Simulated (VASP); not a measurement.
# BN (Cmc2_1) in VASP: single point with HSE06

Aim: the single point of BN with HSE06.

Program: VASP 6.6.1. These are calculated values, not measurements. Logs are shortened: lines on timing, memory, paths and dates and some standing lists are left out, and cuts for length are marked.

**1. The cell of the first run**

It takes space group Cmc2_1 (No. 36, orthorhombic). Conventional cell: a = 2.525 Å, b = 4.416 Å, c = 4.206 Å, α = 90.00°, β = 90.00°, γ = 90.00°. Within 2.1 Å of B (site symmetry m) lie 4 N at 1.56 to 1.57 Å. N (site symmetry m) has 4 B at 1.56 to 1.57 Å within 2.1 Å.

**2. Single point, HSE06**

POSCAR reads:

```
BN
1.0
    7.5756530000      0.0000000000      0.0000000000
    0.0000000000      8.8317980000      0.0000000000
    0.0000000000      0.0000000000      8.4120830000
B N
48 48
Direct
    0.0000000000      0.1667920000      0.0006550000
    0.0000000000      0.1667920000      0.5006550000
    0.3333330000      0.1667920000      0.0006550000
    0.3333330000      0.1667920000      0.5006550000
    0.1666670000      0.4167920000      0.0006550000
    0.1666670000      0.4167920000      0.5006550000
    0.0000000000      0.6667920000      0.0006550000
    0.0000000000      0.6667920000      0.5006550000
    0.6666670000      0.1667920000      0.0006550000
    0.6666670000      0.1667920000      0.5006550000
    0.5000000000      0.4167920000      0.0006550000
    0.5000000000      0.4167920000      0.5006550000
    0.3333330000      0.6667920000      0.0006550000
    0.3333330000      0.6667920000      0.5006550000
    0.1666670000      0.9167920000      0.0006550000
    0.1666670000      0.9167920000      0.5006550000
    0.8333330000      0.4167920000      0.0006550000
    0.8333330000      0.4167920000      0.5006550000
    0.6666670000      0.6667920000      0.0006550000
    0.6666670000      0.6667920000      0.5006550000
    0.5000000000      0.9167920000      0.0006550000
    0.5000000000      0.9167920000      0.5006550000
    0.8333330000      0.9167920000      0.0006550000
    0.8333330000      0.9167920000      0.5006550000
    0.1666670000      0.0832080000      0.2506550000
    0.1666670000      0.0832080000      0.7506550000
    0.0000000000      0.3332080000      0.2506550000
    0.0000000000      0.3332080000      0.7506550000
    0.5000000000      0.0832080000      0.2506550000
    0.5000000000      0.0832080000      0.7506550000
    0.3333330000      0.3332080000      0.2506550000
    0.3333330000      0.3332080000      0.7506550000
    0.1666670000      0.5832080000      0.2506550000
    0.1666670000      0.5832080000      0.7506550000
    0.0000000000      0.8332080000      0.2506550000
    0.0000000000      0.8332080000      0.7506550000
    0.8333330000      0.0832080000      0.2506550000
    0.8333330000      0.0832080000      0.7506550000
    0.6666670000      0.3332080000      0.2506550000
    0.6666670000      0.3332080000      0.7506550000
    0.5000000000      0.5832080000      0.2506550000
    0.5000000000      0.5832080000      0.7506550000
    0.3333330000      0.8332080000      0.2506550000
    0.3333330000      0.8332080000      0.7506550000
    0.8333330000      0.5832080000      0.2506550000
    0.8333330000      0.5832080000      0.7506550000
    0.6666670000      0.8332080000      0.2506550000
    0.6666670000      0.8332080000      0.7506550000
    0.0000000000      0.1671210000      0.1873450000
    0.0000000000      0.1671210000      0.6873450000
    0.3333330000      0.1671210000      0.1873450000
    0.3333330000      0.1671210000      0.6873450000
    0.1666670000      0.4171210000      0.1873450000
    0.1666670000      0.4171210000      0.6873450000
    0.0000000000      0.6671210000      0.1873450000
    0.0000000000      0.6671210000      0.6873450000
    0.6666670000      0.1671210000      0.1873450000
    0.6666670000      0.1671210000      0.6873450000
    0.5000000000      0.4171210000      0.1873450000
    0.5000000000      0.4171210000      0.6873450000
    0.3333330000      0.6671210000      0.1873450000
    0.3333330000      0.6671210000      0.6873450000
    0.1666670000      0.9171210000      0.1873450000
    0.1666670000      0.9171210000      0.6873450000
    0.8333330000      0.4171210000      0.1873450000
    0.8333330000      0.4171210000      0.6873450000
    0.6666670000      0.6671210000      0.1873450000
    0.6666670000      0.6671210000      0.6873450000
    0.5000000000      0.9171210000      0.1873450000
    0.5000000000      0.9171210000      0.6873450000
    0.8333330000      0.9171210000      0.1873450000
    0.8333330000      0.9171210000      0.6873450000
    0.1666670000      0.0828790000      0.4373450000
    0.1666670000      0.0828790000      0.9373450000
    0.0000000000      0.3328790000      0.4373450000
    0.0000000000      0.3328790000      0.9373450000
    0.5000000000      0.0828790000      0.4373450000
    0.5000000000      0.0828790000      0.9373450000
    0.3333330000      0.3328790000      0.4373450000
    0.3333330000      0.3328790000      0.9373450000
    0.1666670000      0.5828790000      0.4373450000
    0.1666670000      0.5828790000      0.9373450000
    0.0000000000      0.8328790000      0.4373450000
    0.0000000000      0.8328790000      0.9373450000
    0.8333330000      0.0828790000      0.4373450000
    0.8333330000      0.0828790000      0.9373450000
    0.6666670000      0.3328790000      0.4373450000
    0.6666670000      0.3328790000      0.9373450000
    0.5000000000      0.5828790000      0.4373450000
    0.5000000000      0.5828790000      0.9373450000
    0.3333330000      0.8328790000      0.4373450000
    0.3333330000      0.8328790000      0.9373450000
    0.8333330000      0.5828790000      0.4373450000
    0.8333330000      0.5828790000      0.9373450000
    0.6666670000      0.8328790000      0.4373450000
    0.6666670000      0.8328790000      0.9373450000
```

INCAR.step1 reads:

```
PREC = Accurate
ENCUT = 520
EDIFF = 1E-5
ISMEAR = -1
SIGMA = 0.05
LREAL = Auto
LASPH = T
NELM = 60
ALGO = Normal
ISIF = 2
LWAVE = T
LCHARG = F
GGA = PE
NBANDS = 246
LUSENCCL = F
```

INCAR.step2 reads:

```
PREC = Accurate
ENCUT = 520
EDIFF = 1E-6
ISMEAR = -1
SIGMA = 0.05
LREAL = Auto
LASPH = T
NELM = 60
ALGO = Normal
ISIF = 2
LWAVE = F
LCHARG = F
GGA = PE
LHFCALC = T
HFSCREEN = 0.2079
PRECFOCK = Fast
ISTART = 1
NBANDS = 246
LUSENCCL = F
```

KPOINTS reads:

```
regular mesh
0
Gamma
  1 1 1
```

Potentials or basis: VASP PAW PBE potentials, release 64 (B, N).

Command:

```console
$ cat potpaw_PBE.64/B/POTCAR potpaw_PBE.64/N/POTCAR > POTCAR
$ cp INCAR.step1 INCAR
$ mpirun -np 1 vasp_gam > vasp.out
$ cp INCAR.step2 INCAR
$ mpirun -np 1 vasp_gam > vasp.out
```

OUTCAR:

```text
PREC = Accurate
   ENCUT = 520
   EDIFF = 1E-6
   ISMEAR = -1
   LREAL = Auto
   LASPH = T
   NELM = 60
   ISIF = 2
   GGA = PE
   LHFCALC = T
   HFSCREEN = 0.2079
   PRECFOCK = Fast
   ISTART = 1

 ion  position               nearest neighbor table
   1  0.000  0.167  0.001-  74 1.56  86 1.56  76 1.56  49 1.57
   2  0.000  0.167  0.501-  73 1.56  85 1.56  75 1.56  50 1.57
   3  0.333  0.167  0.001-  74 1.56  78 1.56  80 1.56  51 1.57
   4  0.333  0.167  0.501-  73 1.56  77 1.56  79 1.56  52 1.57
   5  0.167  0.417  0.001-  80 1.56  76 1.56  82 1.56  53 1.57
   6  0.167  0.417  0.501-  79 1.56  75 1.56  81 1.56  54 1.57
[... 88 lines left out ...]
  95  0.667  0.833  0.437-  24 1.56  22 1.56  20 1.56  47 1.57
  96  0.667  0.833  0.937-  23 1.56  21 1.56  19 1.56  48 1.57

  LATTYP: Found a simple orthorhombic cell.
 ALAT       =     7.5756530000
 B/A-ratio  =     1.1104102841
 C/A-ratio  =     1.1658134289

  Lattice vectors:

 A1 = (  -7.5756530000,   0.0000000000,   0.0000000000)
 A2 = (   0.0000000000,   0.0000000000,   8.4120830000)
 A3 = (   0.0000000000,   8.8317980000,   0.0000000000)

Analysis of symmetry for initial positions (statically):
=====================================================================
 Subroutine PRICEL returns following result:

  LATTYP: Found a base centered orthorhombic cell.
 ALAT       =     2.5252227171
 B/A-ratio  =     1.7487166459
 C/A-ratio  =     1.6656120949

  Lattice vectors:

 A1 = (  -1.2626113586,   2.2079495000,   0.0000000000)
 A2 = (  -1.2626113586,  -2.2079495000,   0.0000000000)
 A3 = (   0.0000000000,   0.0000000000,   4.2060415000)

  24 primitive cells build up your supercell.

 Routine SETGRP: Setting up the symmetry group for a
 simple orthorhombic supercell.

 Subroutine GETGRP returns: Found  4 space group operations
 (whereof  2 operations were pure point group operations)
 out of a pool of  8 trial point group operations.

The static configuration has the point symmetry C_1h.
 The point group associated with its full space group is C_2v.

Analysis of symmetry for dynamics (positions and initial velocities):
=====================================================================
 Subroutine PRICEL returns following result:

  LATTYP: Found a base centered orthorhombic cell.
 ALAT       =     2.5252227171
 B/A-ratio  =     1.7487166459
 C/A-ratio  =     1.6656120949

  Lattice vectors:

 A1 = (  -1.2626113586,   2.2079495000,   0.0000000000)
 A2 = (  -1.2626113586,  -2.2079495000,   0.0000000000)
 A3 = (   0.0000000000,   0.0000000000,   4.2060415000)

  24 primitive cells build up your supercell.

 Routine SETGRP: Setting up the symmetry group for a
 simple orthorhombic supercell.

[... 66 lines left out ...]
  0.000000  0.000000  0.000000      1.000000
   k-points           NKPTS =      1   k-points in BZ     NKDIM =      1   number of bands    NBANDS=    246
   number of dos      NEDOS =    301   number of ions     NIONS =     96
   total plane-waves  NPLWV = 250880
   dimension x,y,z NGX =    56 NGY =   70 NGZ =   64
   dimension x,y,z NGXF=   112 NGYF=  140 NGZF=  128
   ions per type =              48  48
   NGX,Y,Z   is equivalent  to a cutoff of  12.29, 13.18, 12.65 a.u.
   NGXF,Y,Z  is equivalent  to a cutoff of  24.58, 26.35, 25.30 a.u.
 SYSTEM =  unknown system
   PREC   = accura    normal or accurate (medium, high low for compatibility)
   ISTART =      1    job   : 0-new  1-cont  2-samecut
   ICHARG =      0    charge: 1-file 2-atom 10-const
   ISPIN  =      1    spin polarized calculation?
   LNONCOLLINEAR =      F non collinear calculations
   LSORBIT =      F    spin-orbit coupling
   LASPH  =      T    aspherical Exc in radial PAW
   ENCUT  =  520.0 eV  38.22 Ry    6.18 a.u.  14.09 16.42 15.64*2*pi/ulx,y,z
   NELM   =     60;   NELMIN=  2; NELMDL=  0     # of ELM steps
   EDIFF  = 0.1E-05   stopping-criterion for ELM
   LREAL  =      T    real-space projection
   EDIFFG = 0.1E-04   stopping-criterion for IOM
   NSW    =      0    number of steps for IOM
   IBRION =     -1    ionic relax: 0-MD 1-quasi-New 2-CG
   NFREE  =      0    steps in history (QN), initial steepest desc. (CG)
   ISIF   =      2    stress and relaxation
   ISYM   =      3    0-nonsym 1-usesym 2-fastsym
   POTIM  = 0.5000    time-step for ionic-motion
   TEBEG  =    0.0;   TEEND  =   0.0 temperature during run
   PSTRESS=    0.0 pullay stress
   NELECT =     384.0000    total number of electrons
   NUPDOWN=      -1.0000    fix difference up-down
   EMIN   =  10.00;   EMAX   =-10.00  energy-range for DOS
   EFERMI =   0.00;   METHOD = LEGACY
   ISMEAR =    -1;   SIGMA  =   0.05  broadening in eV -4-tet -1-fermi 0-gaus
   EFERMI_NEDOS =   21; number of points for ismear=-14 and -15
   IALGO  =     38    algorithm
   IMIX   =      1    mixing-type and parameters
     AMIX     =   0.40;   BMIX     =  1.00
     AMIX_MAG =   1.60;   BMIX_MAG =  1.00
  volume/ion in A,a.u.               =       5.86        39.56
  Fermi-wavevector in a.u.,A,eV,Ry     =   1.441211  2.723494 28.260525  2.077090
  Thomas-Fermi vector in A             =   2.559869
   LORBIT       =      0    0 simple, 1 ext, 2 COOP (PROOUT), +10 PAW based schemes
   GGA     = PE    functional components
   LHFCALC =     T    Hartree Fock is set to
   PRECFOCK=fast      Normal, Fast or Accurate (Low or Medium for compatibility)
   ENCUT4O =  -1.0   cutoff for four orbital integrals eV
   NKREDX  =     1    reduce k-point grid by
   NKREDY  =     1    reduce k-point grid by
   NKREDZ  =     1    reduce k-point grid by
   AEXX    =    0.2500 exact exchange contribution
   HFSCREEN=    0.2079 screening length (either q_TF or 0.3 A-1)
   HFSCREENC=   0.2079 screening length for correlation (either q_TF or 0.3 A-1)
   ENCUTFOCK=  -1.0 apply spherical cutoff to Coloumb kernel
   IVDW    =     0    specifies the selected vdW correction
   LEPSILON=     F    determine dielectric tensor
   LRPA    =     F    only Hartree local field effects (RPA)
 non-spin polarized calculation
  energy-cutoff  :      520.00
  volume of cell :      562.82
 maximum number of plane-waves:      7568
  NGX = 30; NGY = 36; NGZ = 36

 number of electron     383.9999907 magnetization

 Free energy of the ion-electron system (eV)
  ---------------------------------------------------
  ext. energy  EPLUGINS =         0.00000000
  ---------------------------------------------------
  free energy    TOTEN  =      -971.86441263 eV

  energy without entropy =     -971.86441263  energy(sigma->0) =     -971.86441263

 E-fermi :   8.0835     XC(G=0): -10.5042

 val. band max:        6.8536546988   @ k =   0.0000   0.0000   0.0000
 cond. band min:      13.2683058134   @ k =   0.0000   0.0000   0.0000
 fundamental gap:      6.4146511146
 Fermi energy:         8.0835150449

 k-point     1 :       0.0000    0.0000    0.0000
  band No.  band energies     occupation
      1     -15.5643      2.00000
      2     -14.1354      2.00000
      3     -14.1354      2.00000
      4     -13.9919      2.00000
      5     -13.9919      2.00000
      6     -13.6372      2.00000
[... 196 lines left out ...]
    203      15.7676      0.00000
    204      15.7676      0.00000
 [bands above 204 left out]

------------------------ aborting loop because EDIFF is reached ----------------------------------------

  FORCE on cell =-STRESS in cart. coord.  units (eV):
  Direction    XX          YY          ZZ          XY          YZ          ZX
  --------------------------------------------------------------------------------------
  -------------------------------------------------------------------------------------
  Total       22.4098887    -23.0301110    -15.0178262      0.0000000      0.0000000      0.0000000
  in kB       63.7936619    -65.5592329    -42.7508650      0.0000000      0.0000000      0.0000000
  external PRESSURE =     -14.8388120 kB  Pullay stress =       0.0000000 kB

 VOLUME and BASIS-vectors are now :
 -----------------------------------------------------------------------------
  energy-cutoff  :      520.00
  volume of cell :      562.82
      direct lattice vectors                 reciprocal lattice vectors
     7.575653000  0.000000000  0.000000000     0.132001822  0.000000000  0.000000000
     0.000000000  8.831798000  0.000000000     0.000000000  0.113227227  0.000000000
     0.000000000  0.000000000  8.412083000     0.000000000  0.000000000  0.118876621

 POSITION                                       TOTAL-FORCE (eV/Angst)
 -----------------------------------------------------------------------------------
      0.00000      1.47307      0.00551        -0.000000     -0.144678     -0.229183
      0.00000      1.47307      4.21155        -0.000000     -0.144678     -0.229183
      2.52522      1.47307      0.00551         0.000000     -0.144678     -0.229183
      2.52522      1.47307      4.21155        -0.000000     -0.144678     -0.229183
      1.26261      3.68102      0.00551        -0.000000     -0.144678     -0.229183
      1.26261      3.68102      4.21155        -0.000000     -0.144678     -0.229183
[... 88 lines left out ...]
      5.05044      7.35582      3.67898         0.000000      0.173915      0.229183
      5.05044      7.35582      7.88502         0.000000      0.173915      0.229183
 -----------------------------------------------------------------------------------
    total drift:                               -0.000040      0.000053      0.042642

  FREE ENERGIE OF THE ION-ELECTRON SYSTEM (eV)
  ---------------------------------------------------
  free  energy   TOTEN  =      -971.8644126324 eV

  energy  without entropy=     -971.8644126323  energy(sigma->0) =     -971.86441263
```

Run time: 8.3 min. Hardware: 1 × NVIDIA H100 80GB with 1 thread of AMD EPYC 7R13 (Zen 3), shared host; peak memory 1.4 GiB.

What came out:

```yaml
Free_energy: -971.8644 eV
Pressure: -1.5 GPa
Largest_force: 0.288 eV/Å
Band_gap_on_the_k_mesh: 6.41 eV
```

Forces on the atoms (eV/Å):
```
B    0.000 -0.145 -0.229
B    0.000 -0.145 -0.229
B    0.000 -0.145 -0.229
B    0.000 -0.145 -0.229
B    0.000 -0.145 -0.229
B    0.000 -0.145 -0.229
B    0.000 -0.145 -0.229
B    0.000 -0.145 -0.229
B    0.000 -0.145 -0.229
B    0.000 -0.145 -0.229
B    0.000 -0.145 -0.229
B    0.000 -0.145 -0.229
B    0.000 -0.145 -0.229
B    0.000 -0.145 -0.229
B    0.000 -0.145 -0.229
B    0.000 -0.145 -0.229
B    0.000 -0.145 -0.229
B    0.000 -0.145 -0.229
B    0.000 -0.145 -0.229
B    0.000 -0.145 -0.229
B    0.000 -0.145 -0.229
B    0.000 -0.145 -0.229
B    0.000 -0.145 -0.229
B    0.000 -0.145 -0.229
B    0.000  0.145 -0.229
B    0.000  0.145 -0.229
B    0.000  0.145 -0.229
B    0.000  0.145 -0.229
B    0.000  0.145 -0.229
B    0.000  0.145 -0.229
B    0.000  0.145 -0.229
B    0.000  0.145 -0.229
B    0.000  0.145 -0.229
B    0.000  0.145 -0.229
B    0.000  0.145 -0.229
B    0.000  0.145 -0.229
B    0.000  0.145 -0.229
B    0.000  0.145 -0.229
B    0.000  0.145 -0.229
B    0.000  0.145 -0.229
B    0.000  0.145 -0.229
B    0.000  0.145 -0.229
B    0.000  0.145 -0.229
B    0.000  0.145 -0.229
B    0.000  0.145 -0.229
B    0.000  0.145 -0.229
B    0.000  0.145 -0.229
B    0.000  0.145 -0.229
N    0.000 -0.174  0.229
N    0.000 -0.174  0.229
N    0.000 -0.174  0.229
N    0.000 -0.174  0.229
N    0.000 -0.174  0.229
N    0.000 -0.174  0.229
N    0.000 -0.174  0.229
N    0.000 -0.174  0.229
N    0.000 -0.174  0.229
N    0.000 -0.174  0.229
N    0.000 -0.174  0.229
N    0.000 -0.174  0.229
N    0.000 -0.174  0.229
N    0.000 -0.174  0.229
N    0.000 -0.174  0.229
N    0.000 -0.174  0.229
N    0.000 -0.174  0.229
N    0.000 -0.174  0.229
N    0.000 -0.174  0.229
N    0.000 -0.174  0.229
N    0.000 -0.174  0.229
N    0.000 -0.174  0.229
N    0.000 -0.174  0.229
N    0.000 -0.174  0.229
N    0.000  0.174  0.229
N    0.000  0.174  0.229
N    0.000  0.174  0.229
N    0.000  0.174  0.229
N    0.000  0.174  0.229
N    0.000  0.174  0.229
N    0.000  0.174  0.229
N    0.000  0.174  0.229
N    0.000  0.174  0.229
N    0.000  0.174  0.229
N    0.000  0.174  0.229
N    0.000  0.174  0.229
N    0.000  0.174  0.229
N    0.000  0.174  0.229
N    0.000  0.174  0.229
N    0.000  0.174  0.229
N    0.000  0.174  0.229
N    0.000  0.174  0.229
N    0.000  0.174  0.229
N    0.000  0.174  0.229
N    0.000  0.174  0.229
N    0.000  0.174  0.229
N    0.000  0.174  0.229
N    0.000  0.174  0.229
```

Caveat: the k points lie up to 0.83 Å⁻¹ apart; the PAW data sets were made with another functional, which shifts forces and pressure a little.
